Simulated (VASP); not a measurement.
# Si (Fd-3m) in VASP: notebook

Si is run at these levels: PBE; tasks: single point.

All numbers are computed with VASP 6.6.1; they aren't measurements. Logs are shortened: lines on timing, memory, paths and dates and some standing lists are left out, and cuts for length are marked.

### 1 The cell of the first run

Symmetry: Fd-3m, No. 227, cubic system. The conventional cell has a = 5.470 Å, b = 5.470 Å, c = 5.470 Å, α = 90.00°, β = 90.00°, γ = 90.00°. Within 3.1 Å of Si (site symmetry -43m) lie 4 Si at 2.37 Å.

### 2 Single point, PBE

File INCAR:

```
SYSTEM = Si
ALGO = Normal ; EDIFF = 1E-6
ENCUT = 520 ; GGA = PE
ISIF = 2 ; ISMEAR = 0
LASPH = .True. ; LCHARG = .False.
LREAL = .False. ; LWAVE = .False.
NBANDS = 11 ; NELM = 60
PREC = Accurate ; SIGMA = 0.02
```

File KPOINTS:

```
k-points
0
Gamma
  8 8 8
  0 0 0
```

File POSCAR:

```
Si
1.0
    0.0000000000      2.7347775075      2.7347775075
    2.7347775075      0.0000000000      2.7347775075
    2.7347775075      2.7347775075      0.0000000000
Si
2
Direct
    0.2500000000      0.2500000000      0.2500000000
    0.0000000000      0.0000000000      0.0000000000
```

Potentials or basis: VASP PAW PBE potentials, release 64 (Si).

Run with:

```sh
> cat potpaw_PBE.64/Si/POTCAR > POTCAR
> mpirun -np 1 vasp_std > vasp.out
```

OUTCAR:

```text
SYSTEM = Si
   EDIFF = 1E-6
   ENCUT = 520
   GGA = PE
   ISIF = 2
   ISMEAR = 0
   LASPH = .True.
   LREAL = .False.
   NELM = 60
   PREC = Accurate

 ion  position               nearest neighbor table
   1  0.250  0.250  0.250-   2 2.37   2 2.37   2 2.37   2 2.37
   2  0.000  0.000  0.000-   1 2.37   1 2.37   1 2.37   1 2.37

  LATTYP: Found a face centered cubic cell.
 ALAT       =     5.4695550150

  Lattice vectors:

 A1 = (   0.0000000000,   2.7347775075,   2.7347775075)
 A2 = (   2.7347775075,   0.0000000000,   2.7347775075)
 A3 = (   2.7347775075,   2.7347775075,   0.0000000000)

Analysis of symmetry for initial positions (statically):
=====================================================================
 Subroutine PRICEL returns:
 Original cell was already a primitive cell.

 Routine SETGRP: Setting up the symmetry group for a
 face centered cubic supercell.

 Subroutine GETGRP returns: Found 48 space group operations
 (whereof 24 operations were pure point group operations)
 out of a pool of 48 trial point group operations.

The static configuration has the point symmetry T_d .
 The point group associated with its full space group is O_h .

Analysis of symmetry for dynamics (positions and initial velocities):
=====================================================================
 Subroutine PRICEL returns:
 Original cell was already a primitive cell.

 Routine SETGRP: Setting up the symmetry group for a
 face centered cubic supercell.

 Subroutine GETGRP returns: Found 48 space group operations
 (whereof 24 operations were pure point group operations)
 out of a pool of 48 trial point group operations.

The dynamic configuration has the point symmetry T_d .
 The point group associated with its full space group is O_h .

 Subroutine INISYM returns: Found 48 space group operations
 (whereof 24 operations are pure point group operations),
 and found     1 'primitive' translations

----------------------------------------------------------------------------------------

                                     Primitive cell

  volume of cell :      40.9068

  direct lattice vectors                    reciprocal lattice vectors
     0.000000000  2.734777508  2.734777508    -0.182830230  0.182830230  0.182830230
     2.734777508  0.000000000  2.734777508     0.182830230 -0.182830230  0.182830230
     2.734777508  2.734777508  0.000000000     0.182830230  0.182830230 -0.182830230

  length of vectors
     3.867559441  3.867559441  3.867559441     0.316671247  0.316671247  0.316671247

  position of ions in fractional coordinates (direct lattice)
     0.250000000  0.250000000  0.250000000
     0.000000000  0.000000000  0.000000000

  ion indices of the primitive-cell ions
   primitive index   ion index
                 1           1
                 2           2

----------------------------------------------------------------------------------------

 KPOINTS: k-points

Automatic generation of k-mesh.
 Grid dimensions read from file:
 generate k-points for:    8    8    8

 Generating k-lattice:

  Cartesian coordinates                     Fractional coordinates (reciprocal lattice)
    -0.022853779  0.022853779  0.022853779     0.125000000  0.000000000  0.000000000
     0.022853779 -0.022853779  0.022853779     0.000000000  0.125000000  0.000000000
     0.022853779  0.022853779 -0.022853779     0.000000000  0.000000000  0.125000000

  Length of vectors
     0.039583906  0.039583906  0.039583906

  Shift w.r.t. Gamma in fractional coordinates (k-lattice)
     0.000000000  0.000000000  0.000000000

 Subroutine IBZKPT returns following result:
 ===========================================

 Found     29 irreducible k-points:

 Following reciprocal coordinates:
            Coordinates               Weight
  0.000000  0.000000  0.000000      1.000000
  0.125000  0.000000  0.000000      8.000000
  0.250000  0.000000  0.000000      8.000000
  0.375000  0.000000  0.000000      8.000000
  0.500000  0.000000  0.000000      4.000000
  0.125000  0.125000  0.000000      6.000000
[... 16 lines left out ...]
  0.500000  0.250000  0.125000     48.000000
 -0.375000  0.250000  0.125000     24.000000
 [... further k-points ...]
   k-points           NKPTS =     29   k-points in BZ     NKDIM =     29   number of bands    NBANDS=     11
   number of dos      NEDOS =    301   number of ions     NIONS =      2
   total plane-waves  NPLWV =  27000
   dimension x,y,z NGX =    30 NGY =   30 NGZ =   30
   dimension x,y,z NGXF=    60 NGYF=   60 NGZF=   60
   ions per type =               2
   NGX,Y,Z   is equivalent  to a cutoff of  12.90, 12.90, 12.90 a.u.
   NGXF,Y,Z  is equivalent  to a cutoff of  25.79, 25.79, 25.79 a.u.
 SYSTEM =  Si
   PREC   = accura    normal or accurate (medium, high low for compatibility)
   ISTART =      0    job   : 0-new  1-cont  2-samecut
   ICHARG =      2    charge: 1-file 2-atom 10-const
   ISPIN  =      1    spin polarized calculation?
   LNONCOLLINEAR =      F non collinear calculations
   LSORBIT =      F    spin-orbit coupling
   LASPH  =      T    aspherical Exc in radial PAW
   ENCUT  =  520.0 eV  38.22 Ry    6.18 a.u.   7.19  7.19  7.19*2*pi/ulx,y,z
   NELM   =     60;   NELMIN=  2; NELMDL= -5     # of ELM steps
   EDIFF  = 0.1E-05   stopping-criterion for ELM
   LREAL  =      F    real-space projection
   EDIFFG = 0.1E-04   stopping-criterion for IOM
   NSW    =      0    number of steps for IOM
   IBRION =     -1    ionic relax: 0-MD 1-quasi-New 2-CG
   NFREE  =      0    steps in history (QN), initial steepest desc. (CG)
   ISIF   =      2    stress and relaxation
   ISYM   =      2    0-nonsym 1-usesym 2-fastsym
   POTIM  = 0.5000    time-step for ionic-motion
   TEBEG  =    0.0;   TEEND  =   0.0 temperature during run
   PSTRESS=    0.0 pullay stress
   NELECT =       8.0000    total number of electrons
   NUPDOWN=      -1.0000    fix difference up-down
   EMIN   =  10.00;   EMAX   =-10.00  energy-range for DOS
   EFERMI =   0.00;   METHOD = LEGACY
   ISMEAR =     0;   SIGMA  =   0.02  broadening in eV -4-tet -1-fermi 0-gaus
   EFERMI_NEDOS =   21; number of points for ismear=-14 and -15
   IALGO  =     38    algorithm
   IMIX   =      4    mixing-type and parameters
     AMIX     =   0.40;   BMIX     =  1.00
     AMIX_MAG =   1.60;   BMIX_MAG =  1.00
  volume/ion in A,a.u.               =      20.45       138.03
  Fermi-wavevector in a.u.,A,eV,Ry     =   0.950254  1.795719 12.285813  0.902982
  Thomas-Fermi vector in A             =   2.078613
   LORBIT       =      0    0 simple, 1 ext, 2 COOP (PROOUT), +10 PAW based schemes
   GGA     = PE    functional components
   LHFCALC =     F    Hartree Fock is set to
   AEXX    =    0.0000 exact exchange contribution
   IVDW    =     0    specifies the selected vdW correction
   LEPSILON=     F    determine dielectric tensor
   LRPA    =     F    only Hartree local field effects (RPA)
 non-spin polarized calculation
 Gauss-broadening in eV      SIGMA  =   0.02
  energy-cutoff  :      520.00
  volume of cell :       40.91
 maximum number of plane-waves:      1124
 NGX is ok and might be reduce to    30
   NGX = 15   NGY = 15   NGZ = 15

 number of electron       8.0000001 magnetization

 Free energy of the ion-electron system (eV)
  ---------------------------------------------------
  ext. energy  EPLUGINS =         0.00000000
  ---------------------------------------------------
  free energy    TOTEN  =       -10.84608587 eV

  energy without entropy =      -10.84608587  energy(sigma->0) =      -10.84608587

 E-fermi :   5.7132     XC(G=0):  -9.3248

 val. band max:        5.6128355832   @ k =   0.0000   0.0000   0.0000
 cond. band min:       6.2635452353   @ k =   0.3750   0.3750   0.0000
 fundamental gap:      0.6507096521
 Fermi energy:         5.7132243942

 k-point     1 :       0.0000    0.0000    0.0000
  band No.  band energies     occupation
      1      -6.1990      2.00000
      2       5.6128      2.00000
      3       5.6128      2.00000
      4       5.6128      2.00000
      5       8.1691      0.00000
      6       8.1691      0.00000
      7       8.1691      0.00000
      8       8.7416      0.00000
      9      13.3212      0.00000
     10      13.3212      0.00000
     11      13.4882      0.00000

 k-point     2 :       0.1250    0.0000    0.0000
  band No.  band energies     occupation
      1      -5.9986      2.00000
      2       4.0221      2.00000
      3       5.3305      2.00000
      4       5.3305      2.00000
      5       8.0543      0.00000
      6       8.5844      0.00000
      7       8.5844      0.00000
      8      10.1417      0.00000
      9      12.8485      0.00000
     10      12.8485      0.00000
     11      14.2637      0.00000

 k-point     3 :       0.2500    0.0000    0.0000
  band No.  band energies     occupation
      1      -5.4144      2.00000
      2       1.7273      2.00000
      3       4.8680      2.00000
      4       4.8680      2.00000
      5       7.5704      0.00000
      6       9.1022      0.00000
      7       9.1022      0.00000
      8      12.3603      0.00000
      9      12.7994      0.00000
     10      12.7994      0.00000
     11      14.5407      0.00000

 k-point     4 :       0.3750    0.0000    0.0000
  band No.  band energies     occupation
      1      -4.5403      2.00000
      2      -0.2564      2.00000
      3       4.5454      2.00000
      4       4.5454      2.00000
      5       7.2059      0.00000
      6       9.0655      0.00000
      7       9.0655      0.00000
      8      13.4489      0.00000
      9      14.1508      0.00000
     10      14.1508      0.00000
     11      15.1212      0.00000

 k-point     5 :       0.5000    0.0000    0.0000
  band No.  band energies     occupation
      1      -3.9213      2.00000
      2      -1.2539      2.00000
      3       4.4347      2.00000
      4       4.4347      2.00000
      5       7.0777      0.00000
      6       8.9620      0.00000
      7       8.9620      0.00000
      8      13.3138      0.00000
      9      16.1065      0.00000
     10      16.1065      0.00000
     11      16.7911      0.00000
[... 211 lines left out ...]
 k-point    21 :       0.5000    0.5000    0.0000
  band No.  band energies     occupation
      1      -2.1320      2.00000
      2      -2.1320      2.00000
      3       2.8197      2.00000
      4       2.8197      2.00000
      5       6.3648      0.00000
      6       6.3648      0.00000
      7      15.5454      0.00000
      8      15.5454      0.00000
      9      16.5184      0.00000
     10      16.5184      0.00000
     11      18.0537      0.00000

 k-point    22 :       0.3750    0.2500    0.1250
  band No.  band energies     occupation
      1      -4.8946      2.00000
      2       1.3450      2.00000
      3       2.9618      2.00000
      4       4.2132      2.00000
      5       8.0557      0.00000
      6       9.4383      0.00000
      7       9.8157      0.00000
      8      11.0524      0.00000
      9      13.3242      0.00000
     10      15.7154      0.00000
     11      16.5749      0.00000

 k-point    23 :       0.5000    0.2500    0.1250
  band No.  band energies     occupation
      1      -4.0255      2.00000
      2      -0.1739      2.00000
      3       2.3579      2.00000
      4       3.7260      2.00000
      5       8.4767      0.00000
      6       9.1420      0.00000
      7      10.5896      0.00000
      8      11.4900      0.00000
      9      14.5419      0.00000
     10      15.2375      0.00000
     11      17.5133      0.00000

 k-point    24 :      -0.3750    0.2500    0.1250
  band No.  band energies     occupation
      1      -3.3917      2.00000
      2      -1.0930      2.00000
      3       2.2265      2.00000
      4       3.5031      2.00000
      5       8.6356      0.00000
      6       8.7592      0.00000
      7      11.4584      0.00000
      8      12.6779      0.00000
      9      12.9182      0.00000
     10      16.1192      0.00000
     11      17.1633      0.00000

 [... further k-points ...]
[... 5 lines left out ...]
  --------------------------------------------------------------------------------------
  -------------------------------------------------------------------------------------
  Total       -0.0096267     -0.0096267     -0.0096267     -0.0000000     -0.0000000      0.0000000
  in kB       -0.3770422     -0.3770422     -0.3770422     -0.0000000     -0.0000000      0.0000000
  external PRESSURE =      -0.3770422 kB  Pullay stress =       0.0000000 kB

 VOLUME and BASIS-vectors are now :
 -----------------------------------------------------------------------------
  energy-cutoff  :      520.00
  volume of cell :       40.91
      direct lattice vectors                 reciprocal lattice vectors
     0.000000000  2.734777508  2.734777508    -0.182830230  0.182830230  0.182830230
     2.734777508  0.000000000  2.734777508     0.182830230 -0.182830230  0.182830230
     2.734777508  2.734777508  0.000000000     0.182830230  0.182830230 -0.182830230

 POSITION                                       TOTAL-FORCE (eV/Angst)
 -----------------------------------------------------------------------------------
      1.36739      1.36739      1.36739         0.000000      0.000000      0.000000
      0.00000      0.00000      0.00000        -0.000000     -0.000000     -0.000000
 -----------------------------------------------------------------------------------
    total drift:                               -0.000000     -0.000000     -0.000000

  FREE ENERGIE OF THE ION-ELECTRON SYSTEM (eV)
  ---------------------------------------------------
  free  energy   TOTEN  =       -10.8460858705 eV

  energy  without entropy=      -10.8460858705  energy(sigma->0) =      -10.84608587
```

It took 8.2 s on 1 thread of Intel Xeon Platinum 8559C (Emerald Rapids), shared host; peak memory 0.15 GiB.

What came out:

```
Free energy            : -10.8461 eV
Pressure               : 0.0 GPa
Band gap on the k mesh : 0.65 eV, indirect (least direct gap 2.56 eV)
```

Levels at points of the mesh, in eV from the valence-band top:
| k point | band 1 | band 2 | band 3 | band 4 | band 5 | band 6 | band 7 | band 8 | band 9 |
| --- | --- | --- | --- | --- | --- | --- | --- | --- | --- |
| (0.00, 0.00, 0.00) | -11.81 | 0.00 | 0.00 | 0.00 | 2.56 | 2.56 | 2.56 | 3.13 | 7.71 |
| (0.50, 0.00, 0.00) | -9.53 | -6.87 | -1.18 | -1.18 | 1.46 | 3.35 | 3.35 | 7.70 | 10.49 |
| (0.50, 0.50, 0.00) | -7.74 | -7.74 | -2.79 | -2.79 | 0.75 | 0.75 | 9.93 | 9.93 | 10.91 |

A k mesh can miss the band edges. As with any semilocal functional, this PBE gap is likely too small.

(Continued in part 2 of 2.)
